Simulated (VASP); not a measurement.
# CdS in VASP: relaxation of the atoms with PBE+D3(BJ)

Aim: the relaxation of the atoms of CdS with PBE+D3(BJ).

All numbers are computed with VASP 6.6.1; they aren't measurements. Logs are shortened: lines on timing, memory, paths and dates and some standing lists are left out, and cuts for length are marked.

## (1) The cell of the first run

The cell holds a slab with vacuum, 16 atoms: a = 8.275 Å, b = 8.275 Å, c = 20.223 Å, α = 90.00°, β = 90.00°, γ = 120.00°.

## (2) Relaxation of the atoms, PBE+D3(BJ)

File INCAR:

```
SYSTEM = CdS
ALGO = Normal ; DIPOL = 0.5 0.5 0.500
EDIFF = 1E-6 ; EDIFFG = -0.03
ENCUT = 520 ; GGA = PE
IBRION = 2 ; IDIPOL = 3
ISIF = 2 ; ISMEAR = 0
IVDW = 12 ; LASPH = .True.
LCHARG = .False. ; LDIPOL = .True.
LREAL = Auto ; LUSENCCL = .False.
LWAVE = .False. ; NELM = 100
NSW = 90 ; PREC = Accurate
SIGMA = 0.05
```

File KPOINTS:

```
k-points
0
Gamma
  2 2 1
  0 0 0
```

File POSCAR:

```
CdS
1.0
    8.2750818194      0.0000000000      0.0000000000
   -4.1375409097      7.1664310740      0.0000000000
    0.0000000000      0.0000000000     20.2228600078
S Cd
8 8
Selective dynamics
Direct
    0.5000000000      0.0000000000      0.3955919191  F F F
    0.5000000000      0.5000000000      0.3955919191  F F F
    0.0000000000      0.0000000000      0.3955919191  F F F
    0.0000000000      0.5000000000      0.3955919191  F F F
    0.6666666667      0.8333333333      0.5626448485  T T T
    0.6666666667      0.3333333333      0.5626448485  T T T
    0.1666666667      0.8333333333      0.5626448485  T T T
    0.1666666667      0.3333333333      0.5626448485  T T T
    0.1666666667      0.8333333333      0.4373551515  F F F
    0.1666666667      0.3333333333      0.4373551515  F F F
    0.6666666667      0.8333333333      0.4373551515  F F F
    0.6666666667      0.3333333333      0.4373551515  F F F
    0.3333333333      0.6666666667      0.6044080809  T T T
    0.3333333333      0.1666666667      0.6044080809  T T T
    0.8333333333      0.6666666667      0.6044080809  T T T
    0.8333333333      0.1666666667      0.6044080809  T T T
```

Potentials or basis: VASP PAW PBE potentials, release 64 (S, Cd).

The run is started by

```bash
$ cat potpaw_PBE.64/S/POTCAR potpaw_PBE.64/Cd/POTCAR > POTCAR
$ mpirun -np 1 vasp_std > vasp.out
```

OUTCAR:

```text
SYSTEM = CdS
   EDIFF = 1E-6
   EDIFFG = -0.03
   ENCUT = 520
   GGA = PE
   IBRION = 2
   ISIF = 2
   ISMEAR = 0
   IVDW = 12
   LASPH = .True.
   LREAL = Auto
   NELM = 100
   NSW = 90
   PREC = Accurate
 IVDW          = 12

 ion  position               nearest neighbor table
   1  0.500  0.000  0.396-   9 2.53  12 2.53  11 2.53
   2  0.500  0.500  0.396-  10 2.53  11 2.53  12 2.53
   3  0.000  0.000  0.396-  11 2.53  10 2.53   9 2.53
   4  0.000  0.500  0.396-  12 2.53   9 2.53  10 2.53
   5  0.667  0.833  0.563-  11 2.53  15 2.53  13 2.53  16 2.53
   6  0.667  0.333  0.563-  12 2.53  16 2.53  14 2.53  15 2.53
   7  0.167  0.833  0.563-   9 2.53  13 2.53  15 2.53  14 2.53
   8  0.167  0.333  0.563-  10 2.53  14 2.53  16 2.53  13 2.53
   9  0.167  0.833  0.437-   7 2.53   1 2.53   4 2.53   3 2.53
  10  0.167  0.333  0.437-   8 2.53   2 2.53   3 2.53   4 2.53
  11  0.667  0.833  0.437-   5 2.53   3 2.53   2 2.53   1 2.53
  12  0.667  0.333  0.437-   6 2.53   4 2.53   1 2.53   2 2.53
  13  0.333  0.667  0.604-   7 2.53   5 2.53   8 2.53
  14  0.333  0.167  0.604-   8 2.53   6 2.53   7 2.53
  15  0.833  0.667  0.604-   5 2.53   7 2.53   6 2.53
  16  0.833  0.167  0.604-   6 2.53   8 2.53   5 2.53
[... 7 lines left out ...]
 A1 = (   8.2750818194,   0.0000000000,   0.0000000000)
 A2 = (  -4.1375409097,   7.1664310740,   0.0000000000)
 A3 = (   0.0000000000,   0.0000000000,  20.2228600078)

Analysis of symmetry for initial positions (statically):
=====================================================================
 Subroutine PRICEL returns following result:

  LATTYP: Found a hexagonal cell.
 ALAT       =     4.1375409097
 C/A-ratio  =     4.8876519771
[... 12 lines left out ...]
 Subroutine GETGRP returns: Found  6 space group operations
 (whereof  6 operations were pure point group operations)
 out of a pool of 24 trial point group operations.

The static configuration has the point symmetry C_3v.

Analysis of symmetry for dynamics (positions and initial velocities):
=====================================================================
 Subroutine PRICEL returns following result:

  LATTYP: Found a hexagonal cell.
 ALAT       =     4.1375409097
 C/A-ratio  =     4.8876519771
[... 12 lines left out ...]
 Subroutine GETGRP returns: Found  6 space group operations
 (whereof  6 operations were pure point group operations)
 out of a pool of 24 trial point group operations.

The dynamic configuration has the point symmetry C_3v.

Analysis of constrained symmetry for selective dynamics:
=====================================================================
 Subroutine PRICEL returns following result:

  LATTYP: Found a hexagonal cell.
 ALAT       =     4.1375409097
 C/A-ratio  =     4.8876519771
[... 124 lines left out ...]
   AEXX    =    0.0000 exact exchange contribution
   IVDW    =    12    specifies the selected vdW correction
   LEPSILON=     F    determine dielectric tensor
   LRPA    =     F    only Hartree local field effects (RPA)
 conjugate gradient relaxation of ions
 non-spin polarized calculation
 Gauss-broadening in eV      SIGMA  =   0.05
  energy-cutoff  :      520.00
  volume of cell :     1199.27
 maximum number of plane-waves:     32355
 NGX is ok and might be reduce to    64
   NGX = 31   NGY = 31   NGZ = 75

 dipolmoment           0.000000      0.000000      0.000003 electrons x Angstroem

--------------------------------------- Ionic step        1  -------------------------------------------

 number of electron     143.9999991 magnetization

 Free energy of the ion-electron system (eV)
  ---------------------------------------------------
  ext. energy  EPLUGINS =         0.00000000
  ---------------------------------------------------
  free energy    TOTEN  =       -43.30783377 eV

  energy without entropy =      -43.28896682  energy(sigma->0) =      -43.29840030

------------------------ aborting loop because EDIFF is reached ----------------------------------------

 Edisp (eV)   -3.36998

 E8    (eV) :    -1.4388
[... 147 lines left out ...]
  FREE ENERGIE OF THE ION-ELECTRON SYSTEM (eV)
  ---------------------------------------------------
  free  energy   TOTEN  =       -47.5985915185 eV

  energy  without entropy=      -47.5794062982  energy(sigma->0) =      -47.58899891

[... ionic steps 4 to 31 ...]

--------------------------------------- Ionic step       32  -------------------------------------------

 number of electron     143.9999992 magnetization

------------------------ aborting loop because EDIFF is reached ----------------------------------------
[... 103 lines left out ...]
--------------------------------------- Ionic step       34  -------------------------------------------

 number of electron     143.9999994 magnetization

 dipolmoment           0.000000      0.000000     -0.411511 electrons x Angstroem

 Free energy of the ion-electron system (eV)
  ---------------------------------------------------
  ext. energy  EPLUGINS =         0.00000000
  ---------------------------------------------------
  free energy    TOTEN  =       -44.87973808 eV

  energy without entropy =      -44.87973808  energy(sigma->0) =      -44.87973808

 E-fermi :  -3.1893     XC(G=0):  -3.5168

 val. band max:       -3.4411622227   @ k =   0.0000   0.0000   0.0000
 cond. band min:      -2.3542758562   @ k =   0.0000   0.0000   0.0000
 fundamental gap:      1.0868863665
 Fermi energy:        -3.1893407317

 k-point     1 :       0.0000    0.0000    0.0000
  band No.  band energies     occupation
      1     -16.3497      2.00000
      2     -16.0289      2.00000
      3     -16.0289      2.00000
      4     -16.0289      2.00000
      5     -15.0073      2.00000
      6     -14.7198      2.00000
[... 76 lines left out ...]
     83       0.5266      0.00000
     84       1.4708      0.00000

 k-point     2 :       0.5000    0.0000    0.0000
  band No.  band energies     occupation
      1     -16.1873      2.00000
      2     -16.1873      2.00000
      3     -16.0302      2.00000
      4     -16.0302      2.00000
      5     -14.8626      2.00000
      6     -14.8626      2.00000
[... 76 lines left out ...]
     83       1.6683      0.00000
     84       1.6683      0.00000
 [bands above 84 left out]

------------------------ aborting loop because EDIFF is reached ----------------------------------------

 vacuum level on the upper side and lower side of the slab       (xc-potential included)        -0.616         0.605

 Edisp (eV)   -3.66104

 E8    (eV) :    -1.5842

  FORCE on cell =-STRESS in cart. coord.  units (eV):
  Direction    XX          YY          ZZ          XY          YZ          ZX
  --------------------------------------------------------------------------------------
  -------------------------------------------------------------------------------------
  Total       1.99161     1.99161    -1.93867     0.00000     0.00000    -0.00000
  in kB       2.66071     2.66071    -2.58998     0.00000     0.00000    -0.00000
  external pressure =        0.91 kB  Pullay stress =        0.00 kB
[... 31 lines left out ...]
  FREE ENERGIE OF THE ION-ELECTRON SYSTEM (eV)
  ---------------------------------------------------
  free  energy   TOTEN  =       -48.5407799344 eV

  energy  without entropy=      -48.5407799344  energy(sigma->0) =      -48.54077993

 reached required accuracy - stopping structural energy minimisation

 vacuum level on the upper side and lower side of the slab         1.848         3.100
```

It took 27 min on 1 × NVIDIA H100 80GB with 1 thread of AMD EPYC 7R13 (Zen 3), shared host; peak memory 1.8 GiB.

Results:

```
Free energy                : -48.5408 eV
Energy gained by relaxing  : 116.4 meV/atom
Ionic steps                : 34
Band gap on the k mesh     : 1.09 eV
Dispersion energy per atom : -0.229 eV
```

Step by step:
| step | energy change (eV) | largest force on free atoms (eV/Å) | pressure (GPa) |
| --- | --- | --- | --- |
| 1 | 0.0000 | 1.3485 | -0.16 |
| 2 | -0.3808 | 0.9721 | -0.07 |
| 3 | -0.9208 | 0.2617 | 0.22 |
| 4 | -0.9934 | 0.1248 | 0.33 |
| 5 | -1.0117 | 0.0982 | 0.38 |
| 6 | -1.0144 | 0.0941 | 0.40 |
| 7 | -1.0147 | 0.0942 | 0.40 |
| 8 | -1.0146 | 0.0948 | 0.41 |
| 9 | -1.0192 | 0.0954 | 0.42 |
| 10 | -1.0326 | 0.0952 | 0.45 |
| 11 | -1.0574 | 0.1002 | 0.51 |
| 12 | -1.1000 | 0.1221 | 0.61 |
| 13 | -1.1567 | 0.4061 | 0.81 |
| 14 | -1.0089 | 1.3866 | 1.30 |
| 15 | -1.1631 | 0.4954 | 0.86 |
| 16 | -1.1654 | 0.5017 | 0.86 |
| 17 | -1.1724 | 0.5198 | 0.86 |
| 18 | -1.1873 | 0.5544 | 0.87 |
| 19 | -1.2204 | 0.6312 | 0.88 |
| 20 | -1.2957 | 0.7648 | 0.90 |
| 21 | -1.4248 | 0.9437 | 0.93 |
| 22 | -1.0990 | 0.9844 | 1.07 |
| 23 | -1.4419 | 0.9761 | 0.94 |
| 24 | -1.4457 | 0.9947 | 0.94 |
| 25 | -1.4883 | 0.9279 | 0.89 |
| 26 | -1.5004 | 0.8515 | 0.85 |
| 27 | -1.5458 | 0.7779 | 0.79 |
| 28 | -1.6599 | 0.5850 | 0.63 |
| 29 | -1.8030 | 0.2564 | 0.35 |
| 30 | -1.8378 | 0.2220 | -0.10 |
| 31 | -1.8564 | 0.0898 | 0.03 |
| 32 | -1.8568 | 0.0847 | 0.06 |
| 33 | -1.8594 | 0.0650 | 0.07 |
| 34 | -1.8630 | 0.0223 | 0.09 |

Final structure:
```
S Cd
1.0
     8.27508    0.00000    0.00000
    -4.13754    7.16643    0.00000
     0.00000    0.00000   20.22286
S Cd
8 8
Direct
  0.50000 0.00000 0.39559
  0.50000 0.50000 0.39559
  0.00000 0.00000 0.39559
  0.00000 0.50000 0.39559
  0.66667 0.83333 0.57861
  0.66667 0.33333 0.57861
  0.16667 0.83333 0.57861
  0.16667 0.33333 0.57861
  0.16667 0.83333 0.43736
  0.16667 0.33333 0.43736
  0.66667 0.83333 0.43736
  0.66667 0.33333 0.43736
  0.33333 0.66667 0.54569
  0.33333 0.16667 0.54569
  0.83333 0.66667 0.54569
  0.83333 0.16667 0.54569
```

Caveat: the k points lie up to 0.44 Å⁻¹ apart.
